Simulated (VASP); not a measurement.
Here is a VASP 6.6.1 calculation.

The input POSCAR:

```
CaSe
1.0
    0.0000000000      2.9675264115      2.9675264115
    2.9675264115      0.0000000000      2.9675264115
    2.9675264115      2.9675264115      0.0000000000
Ca Se
1 1
Direct
    0.0000000000      0.0000000000      0.0000000000
    0.5000000000      0.5000000000      0.5000000000
```

INCAR.step1

```
SYSTEM = CaSe
PREC = Accurate
ENCUT = 520
EDIFF = 1E-5
ISMEAR = 0
SIGMA = 0.01
LREAL = .FALSE.
LASPH = .TRUE.
NELM = 150
ALGO = Normal
ISIF = 2
LWAVE = .TRUE.
LCHARG = .FALSE.
MAGMOM = 0 0 0 0 0 0
LORBIT = 11
LSORBIT = .TRUE.
GGA_COMPAT = .FALSE.
LORBMOM = .TRUE.
GGA = PE
NBANDS = 28
```

INCAR.step2

```
SYSTEM = CaSe
PREC = Accurate
ENCUT = 520
EDIFF = 1E-6
ISMEAR = 0
SIGMA = 0.01
LREAL = .FALSE.
LASPH = .TRUE.
NELM = 150
ALGO = Normal
ISIF = 2
LWAVE = .FALSE.
LCHARG = .FALSE.
MAGMOM = 0 0 0 0 0 0
LORBIT = 11
LSORBIT = .TRUE.
GGA_COMPAT = .FALSE.
LORBMOM = .TRUE.
GGA = PE
LHFCALC = .TRUE.
HFSCREEN = 0.2079
PRECFOCK = Normal
ISTART = 1
NBANDS = 28
```

File KPOINTS:

```
regular mesh
0
G
  4 4 4
  0 0 0
```

Potentials or basis: VASP PAW PBE potentials, release 64 (Ca_sv, Se).

Command:

```console
$ cat potpaw_PBE.64/Ca_sv/POTCAR potpaw_PBE.64/Se/POTCAR > POTCAR
$ cp INCAR.step1 INCAR
$ mpirun -np 1 vasp_ncl > vasp.out
$ cp INCAR.step2 INCAR
$ mpirun -np 1 vasp_ncl > vasp.out
```

Task: Predict the pressure.

Result: 0.3 GPa.

Task: Predict the net moment.

Result: 0.00 μB per cell.

Moments on the atoms (μB; x, y, z):
```
Ca  0.00 0.00 0.00
Se  0.00 0.00 0.00
```

Caveat: the k points lie up to 0.46 Å⁻¹ apart; the PAW data sets were made with another functional, which shifts forces and pressure a little.
